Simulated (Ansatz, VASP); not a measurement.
# One calculation of RbIr, two programs

```
CELL_PARAMETERS angstrom
3.81592 0.00000 0.00000
0.00000 3.81592 0.00000
0.00000 0.00000 3.81592
ATOMIC_POSITIONS crystal
Rb 0.00000 0.00000 0.00000
Ir 0.50000 0.50000 0.50000
```

Alike in both runs: functional PBE; k mesh 9 × 9 × 9; occupations fermi-dirac, width 0.05 eV; collinear spin; Hubbard terms Ir d U = 3.0 eV.

Ansatz relaxed the structure, and its values are those at the end. VASP's run is a single point on that final structure, the one shown.

|  | VASP | Ansatz |
| --- | --- | --- |
| version | VASP 6.6.1 | Ansatz 0.2.0 |
| potentials or method | VASP PAW PBE potentials, release 64 (Rb_sv, Ir), cutoff 520 eV | all-electron LAPW, non-relativistic |

VASP gave:

- gap on the k mesh at the Fermi level (eV): none
- pressure (GPa): 8.1
- net moment per atom (μB): 0.99
- size of the moment on the site where the two differ most (μB): 1.85

Q: What did Ansatz give for the same quantities?

A: gap on the k mesh at the Fermi level (eV): none; pressure (GPa): 0.0; net moment per atom (μB): 0.18; size of the moment on the site where the two differ most (μB): 0.41.

The net moments are unlike, so the other rows may belong to different states. Site moments also hang on the region over which each program counts them. The programs project onto different local orbitals, so the same U acts differently, and such runs can settle in different states. A gap of «none» marks a metal or a gap that the smearing closes. Ansatz ran all-electron here, and VASP with PAW potentials. Ansatz's warnings: end state compared, filled band counts differ across k points, given moment on shells.

Spin-orbit coupling is off throughout.
